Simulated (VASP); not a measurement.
Here is a VASP 6.6.1 calculation.

The input INCAR:

```
SYSTEM = W
  PREC = Accurate
  ENCUT = 520
  EDIFF = 1E-6
  ISMEAR = -1
  SIGMA = 0.03
  LREAL = .False.
  LASPH = .True.
  NELM = 150
  ALGO = Normal
  ISIF = 2
  LWAVE = .False.
  LCHARG = .False.
  ISPIN = 2
  MAGMOM = 0.9
  LORBIT = 11
  NUPDOWN = 0.9
  LMAXMIX = 4
  GGA = PE
  NBANDS = 17
```

The input KPOINTS:

```
Automatic mesh
0
Gamma
  17 17 17
  0 0 0
```

The input POSCAR:

```
W
1.0
   -1.5823450000      1.5823450000      1.5823450000
    1.5823450000     -1.5823450000      1.5823450000
    1.5823450000      1.5823450000     -1.5823450000
W
1
Direct
    0.0000000000      0.0000000000      0.0000000000
```

Potentials or basis: VASP PAW PBE potentials, release 64 (W_sv).

The run is started by

```bash
$ cat potpaw_PBE.64/W_sv/POTCAR > POTCAR
$ mpirun -np 1 vasp_std > vasp.out
```

Task: Estimate the pressure.

Result: 12.0 GPa.

Caveat: the total moment is fixed, so each spin has its own Fermi level.
